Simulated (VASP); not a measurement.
# ZnInH3 (P42_12) in VASP: single point with PBE

Aim: the single point of ZnInH3 with PBE.

Program: VASP 6.6.1. These are calculated values, not measurements. Logs are shortened: lines on timing, memory, paths and dates and some standing lists are left out, and cuts for length are marked.

### 1 The cell of the first run

Symmetry: P42_12, No. 90, tetragonal system. Conventional cell: a = 5.945 Å, b = 5.945 Å, c = 4.204 Å, α = 90.00°, β = 90.00°, γ = 90.00°. Zn (site symmetry 4) has 6 H at 1.98 to 2.23 Å within 2.6 Å. Within 3.8 Å of In (site symmetry 222) lie 12 H at 2.77 to 3.19 Å and 8 Zn at 3.57 to 3.71 Å. H (site symmetry 2) has 2 Zn at 2.13 Å and 2 In at 2.77 Å within 2.8 Å. Within 2.6 Å of H (site symmetry 4) lie 2 Zn at 1.98 to 2.23 Å.

### 2 Single point, PBE

Contents of INCAR:

```
SYSTEM = ZnInH3
  PREC = Accurate
  ENCUT = 520
  EDIFF = 1E-6
  ISMEAR = 0
  SIGMA = 0.1
  LREAL = .False.
  LASPH = .True.
  NELM = 60
  ALGO = Normal
  ISIF = 2
  LWAVE = .False.
  LCHARG = .False.
  GGA = PE
  NBANDS = 39
```

Contents of KPOINTS:

```
Automatic mesh
0
Gamma
  4 4 4
  0 0 0
```

Contents of POSCAR:

```
ZnInH3
1.0
    5.9448651000      0.0000000000      0.0000000000
    0.0000000000      5.9448651000      0.0000000000
    0.0000000000      0.0000000000      4.2036544200
Zn In H
2 2 6
Direct
    0.5000000000      0.0000000000      0.0300491800
    0.0000000000      0.5000000000      0.9699508200
    0.0000000000      0.0000000000      0.5000000000
    0.5000000000      0.5000000000      0.5000000000
    0.7846751200      0.7846751200      0.0000000000
    0.7153248800      0.2846751200      0.0000000000
    0.5000000000      0.0000000000      0.5000000000
    0.2153248800      0.2153248800      0.0000000000
    0.2846751200      0.7153248800      0.0000000000
    0.0000000000      0.5000000000      0.5000000000
```

Potentials or basis: VASP PAW PBE potentials, release 64 (Zn, In_d, H).

On the command line:

```
> cat potpaw_PBE.64/Zn/POTCAR potpaw_PBE.64/In_d/POTCAR potpaw_PBE.64/H/POTCAR > POTCAR
> mpirun -np 1 vasp_std > vasp.out
```

OUTCAR:

```text
SYSTEM = ZnInH3
   PREC = Accurate
   ENCUT = 520
   EDIFF = 1E-6
   ISMEAR = 0
   LREAL = .False.
   LASPH = .True.
   NELM = 60
   ISIF = 2
   GGA = PE

 ion  position               nearest neighbor table
   1  0.500  0.000  0.030-
   2  0.000  0.500  0.970-
   3  0.000  0.000  0.500-
   4  0.500  0.500  0.500-
   5  0.785  0.785  0.000-
   6  0.715  0.285  0.000-
   7  0.500  0.000  0.500-
   8  0.215  0.215  0.000-
   9  0.285  0.715  0.000-
  10  0.000  0.500  0.500-

  LATTYP: Found a simple tetragonal cell.
 ALAT       =     5.9448651000
 C/A-ratio  =     0.7071067803

  Lattice vectors:

 A1 = (   5.9448651000,   0.0000000000,   0.0000000000)
 A2 = (   0.0000000000,   5.9448651000,   0.0000000000)
 A3 = (   0.0000000000,   0.0000000000,   4.2036544200)

Analysis of symmetry for initial positions (statically):
=====================================================================
 Subroutine PRICEL returns:
 Original cell was already a primitive cell.

 Routine SETGRP: Setting up the symmetry group for a
 simple tetragonal supercell.

 Subroutine GETGRP returns: Found  8 space group operations
 (whereof  4 operations were pure point group operations)
 out of a pool of 16 trial point group operations.

The static configuration has the point symmetry D_2 .
 The point group associated with its full space group is D_4 .

Analysis of symmetry for dynamics (positions and initial velocities):
=====================================================================
 Subroutine PRICEL returns:
 Original cell was already a primitive cell.

 Routine SETGRP: Setting up the symmetry group for a
 simple tetragonal supercell.

 Subroutine GETGRP returns: Found  8 space group operations
 (whereof  4 operations were pure point group operations)
 out of a pool of 16 trial point group operations.

The dynamic configuration has the point symmetry D_2 .
 The point group associated with its full space group is D_4 .

 Subroutine INISYM returns: Found  8 space group operations
 (whereof  4 operations are pure point group operations),
 and found     1 'primitive' translations

----------------------------------------------------------------------------------------

                                     Primitive cell

  volume of cell :     148.5631

  direct lattice vectors                    reciprocal lattice vectors
     5.944865100  0.000000000  0.000000000     0.168212396  0.000000000  0.000000000
     0.000000000  5.944865100  0.000000000     0.000000000  0.168212396  0.000000000
     0.000000000  0.000000000  4.203654420     0.000000000  0.000000000  0.237888252

  length of vectors
     5.944865100  5.944865100  4.203654420     0.168212396  0.168212396  0.237888252

  position of ions in fractional coordinates (direct lattice)
     0.500000000  0.000000000  0.030049180
     0.000000000  0.500000000  0.969950820
     0.000000000  0.000000000  0.500000000
     0.500000000  0.500000000  0.500000000
     0.784675120  0.784675120  0.000000000
     0.715324880  0.284675120  0.000000000
     0.500000000  0.000000000  0.500000000
     0.215324880  0.215324880  0.000000000
     0.284675120  0.715324880  0.000000000
     0.000000000  0.500000000  0.500000000

  ion indices of the primitive-cell ions
   primitive index   ion index
                 1           1
                 2           2
                 3           3
                 4           4
                 5           5
                 6           6
                 7           7
                 8           8
                 9           9
                10          10

----------------------------------------------------------------------------------------

 KPOINTS: Automatic mesh

Automatic generation of k-mesh.
 Grid dimensions read from file:
 generate k-points for:    4    4    4

 Generating k-lattice:

  Cartesian coordinates                     Fractional coordinates (reciprocal lattice)
     0.042053099  0.000000000  0.000000000     0.250000000  0.000000000  0.000000000
     0.000000000  0.042053099  0.000000000     0.000000000  0.250000000  0.000000000
     0.000000000  0.000000000  0.059472063     0.000000000  0.000000000  0.250000000

  Length of vectors
     0.042053099  0.042053099  0.059472063

  Shift w.r.t. Gamma in fractional coordinates (k-lattice)
     0.000000000  0.000000000  0.000000000

 Subroutine IBZKPT returns following result:
 ===========================================

 Found     18 irreducible k-points:

 Following reciprocal coordinates:
            Coordinates               Weight
  0.000000  0.000000  0.000000      1.000000
  0.250000  0.000000  0.000000      4.000000
  0.500000  0.000000  0.000000      2.000000
  0.250000  0.250000  0.000000      4.000000
  0.500000  0.250000  0.000000      4.000000
  0.500000  0.500000  0.000000      1.000000
[... 10 lines left out ...]
  0.500000  0.250000  0.500000      4.000000
  0.500000  0.500000  0.500000      1.000000
   k-points           NKPTS =     18   k-points in BZ     NKDIM =     18   number of bands    NBANDS=     39
   number of dos      NEDOS =    301   number of ions     NIONS =     10
   total plane-waves  NPLWV =  73728
   dimension x,y,z NGX =    48 NGY =   48 NGZ =   32
   dimension x,y,z NGXF=    96 NGYF=   96 NGZF=   64
   ions per type =               2   2   6
   NGX,Y,Z   is equivalent  to a cutoff of  13.42, 13.42, 12.66 a.u.
   NGXF,Y,Z  is equivalent  to a cutoff of  26.85, 26.85, 25.31 a.u.
 SYSTEM =  ZnInH3
   PREC   = accura    normal or accurate (medium, high low for compatibility)
   ISTART =      0    job   : 0-new  1-cont  2-samecut
   ICHARG =      2    charge: 1-file 2-atom 10-const
   ISPIN  =      1    spin polarized calculation?
   LNONCOLLINEAR =      F non collinear calculations
   LSORBIT =      F    spin-orbit coupling
   LASPH  =      T    aspherical Exc in radial PAW
   ENCUT  =  520.0 eV  38.22 Ry    6.18 a.u.  11.05 11.05  7.82*2*pi/ulx,y,z
   NELM   =     60;   NELMIN=  2; NELMDL= -5     # of ELM steps
   EDIFF  = 0.1E-05   stopping-criterion for ELM
   LREAL  =      F    real-space projection
   EDIFFG = 0.1E-04   stopping-criterion for IOM
   NSW    =      0    number of steps for IOM
   IBRION =     -1    ionic relax: 0-MD 1-quasi-New 2-CG
   NFREE  =      0    steps in history (QN), initial steepest desc. (CG)
   ISIF   =      2    stress and relaxation
   ISYM   =      2    0-nonsym 1-usesym 2-fastsym
   POTIM  = 0.5000    time-step for ionic-motion
   TEBEG  =    0.0;   TEEND  =   0.0 temperature during run
   PSTRESS=    0.0 pullay stress
   NELECT =      56.0000    total number of electrons
   NUPDOWN=      -1.0000    fix difference up-down
   EMIN   =  10.00;   EMAX   =-10.00  energy-range for DOS
   EFERMI =   0.00;   METHOD = LEGACY
   ISMEAR =     0;   SIGMA  =   0.10  broadening in eV -4-tet -1-fermi 0-gaus
   EFERMI_NEDOS =   21; number of points for ismear=-14 and -15
   IALGO  =     38    algorithm
   IMIX   =      4    mixing-type and parameters
     AMIX     =   0.40;   BMIX     =  1.00
     AMIX_MAG =   1.60;   BMIX_MAG =  1.00
  volume/ion in A,a.u.               =      14.86       100.26
  Fermi-wavevector in a.u.,A,eV,Ry     =   1.182589  2.234769 19.027975  1.398517
  Thomas-Fermi vector in A             =   2.318840
   LORBIT       =      0    0 simple, 1 ext, 2 COOP (PROOUT), +10 PAW based schemes
   GGA     = PE    functional components
   LHFCALC =     F    Hartree Fock is set to
   AEXX    =    0.0000 exact exchange contribution
   IVDW    =     0    specifies the selected vdW correction
   LEPSILON=     F    determine dielectric tensor
   LRPA    =     F    only Hartree local field effects (RPA)
 non-spin polarized calculation
 Gauss-broadening in eV      SIGMA  =   0.10
  energy-cutoff  :      520.00
  volume of cell :      148.56
 maximum number of plane-waves:      4026
 NGX is ok and might be reduce to    48
   NGX = 23   NGY = 23   NGZ = 15

 number of electron      56.0000036 magnetization

 Free energy of the ion-electron system (eV)
  ---------------------------------------------------
  ext. energy  EPLUGINS =         0.00000000
  ---------------------------------------------------
  free energy    TOTEN  =       -23.06353076 eV

  energy without entropy =      -23.05514572  energy(sigma->0) =      -23.05933824

 E-fermi :   1.5577     XC(G=0):  -8.9427

 val. band max:        1.5163120825   @ k =   0.2500   0.2500   0.0000
 cond. band min:       1.6460821304   @ k =   0.5000   0.5000   0.0000
 fundamental gap:      0.1297700479
 Fermi energy:         1.5576961937

 k-point     1 :       0.0000    0.0000    0.0000
  band No.  band energies     occupation
      1     -12.3138      2.00000
      2     -12.3019      2.00000
      3     -12.2969      2.00000
      4     -12.2707      2.00000
      5     -12.2702      2.00000
      6     -12.2702      2.00000
[... 31 lines left out ...]
     38       9.7483      0.00000
     39       9.8802      0.00000

 k-point     2 :       0.2500    0.0000    0.0000
  band No.  band energies     occupation
      1     -12.3057      2.00000
      2     -12.2954      2.00000
      3     -12.2938      2.00000
      4     -12.2731      2.00000
      5     -12.2699      2.00000
      6     -12.2693      2.00000
[... 31 lines left out ...]
     38       9.2650      0.00000
     39       9.3979      0.00000

 k-point     3 :       0.5000    0.0000    0.0000
  band No.  band energies     occupation
      1     -12.2910      2.00000
      2     -12.2910      2.00000
      3     -12.2813      2.00000
      4     -12.2813      2.00000
      5     -12.2739      2.00000
      6     -12.2739      2.00000
[... 580 lines left out ...]
 k-point    17 :       0.5000    0.2500    0.5000
  band No.  band energies     occupation
      1     -12.2888      2.00000
      2     -12.2888      2.00000
      3     -12.2838      2.00000
      4     -12.2838      2.00000
      5     -12.2783      2.00000
      6     -12.2783      2.00000
[... 31 lines left out ...]
     38       8.0704      0.00000
     39      10.5189      0.00000

 k-point    18 :       0.5000    0.5000    0.5000
  band No.  band energies     occupation
      1     -12.2923      2.00000
      2     -12.2923      2.00000
      3     -12.2869      2.00000
      4     -12.2869      2.00000
      5     -12.2773      2.00000
      6     -12.2773      2.00000
[... 31 lines left out ...]
     38       7.0242      0.00000
     39       9.8465      0.00000

------------------------ aborting loop because EDIFF is reached ----------------------------------------

  FORCE on cell =-STRESS in cart. coord.  units (eV):
  Direction    XX          YY          ZZ          XY          YZ          ZX
  --------------------------------------------------------------------------------------
  -------------------------------------------------------------------------------------
  Total       -6.6759202     -6.6759202     -6.4889192      0.0000000      0.0000000      0.0000000
  in kB      -71.9963870    -71.9963870    -69.9796773      0.0000000      0.0000000      0.0000000
  external PRESSURE =     -71.3241505 kB  Pullay stress =       0.0000000 kB

 VOLUME and BASIS-vectors are now :
 -----------------------------------------------------------------------------
  energy-cutoff  :      520.00
  volume of cell :      148.56
      direct lattice vectors                 reciprocal lattice vectors
     5.944865100  0.000000000  0.000000000     0.168212396  0.000000000  0.000000000
     0.000000000  5.944865100  0.000000000     0.000000000  0.168212396  0.000000000
     0.000000000  0.000000000  4.203654420     0.000000000  0.000000000  0.237888252

 POSITION                                       TOTAL-FORCE (eV/Angst)
 -----------------------------------------------------------------------------------
      2.97243      0.00000      0.12632         0.000000      0.000000      0.195334
      0.00000      2.97243      4.07734         0.000000      0.000000     -0.195334
      0.00000      0.00000      2.10183         0.000000      0.000000      0.000000
      2.97243      2.97243      2.10183         0.000000      0.000000      0.000000
      4.66479      4.66479      0.00000        -0.080888     -0.080888      0.000000
      4.25251      1.69236      0.00000         0.080888     -0.080888      0.000000
      2.97243      0.00000      2.10183         0.000000      0.000000     -0.298291
      1.28008      1.28008      0.00000         0.080888      0.080888      0.000000
      1.69236      4.25251      0.00000        -0.080888      0.080888      0.000000
      0.00000      2.97243      2.10183         0.000000      0.000000      0.298291
 -----------------------------------------------------------------------------------
    total drift:                               -0.000000      0.000000      0.000000

  FREE ENERGIE OF THE ION-ELECTRON SYSTEM (eV)
  ---------------------------------------------------
  free  energy   TOTEN  =       -23.0635307555 eV

  energy  without entropy=      -23.0551457156  energy(sigma->0) =      -23.05933824
```

It took 1.9 min on 1 thread of Intel Xeon Platinum 8259CL at 2.50GHz (Skylake/Cascade Lake), shared host; peak memory 0.31 GiB.

What came out:

```yaml
Free_energy: -23.0635 eV
Pressure: -7.1 GPa
Largest_force: 0.298 eV/Å
Band_gap_on_the_k_mesh: zero (bands 28 and 29 overlap by 0.37 eV)
```

Forces on the atoms (eV/Å):
```
Zn   0.000  0.000  0.195
Zn   0.000  0.000 -0.195
In   0.000  0.000  0.000
In   0.000  0.000  0.000
H   -0.081 -0.081  0.000
H    0.081 -0.081  0.000
H    0.000  0.000 -0.298
H    0.081  0.081  0.000
H   -0.081  0.081  0.000
H    0.000  0.000  0.298
```

Caveat: the k points lie up to 0.37 Å⁻¹ apart; spin-orbit coupling is left out, which moves the levels of the heavy elements.
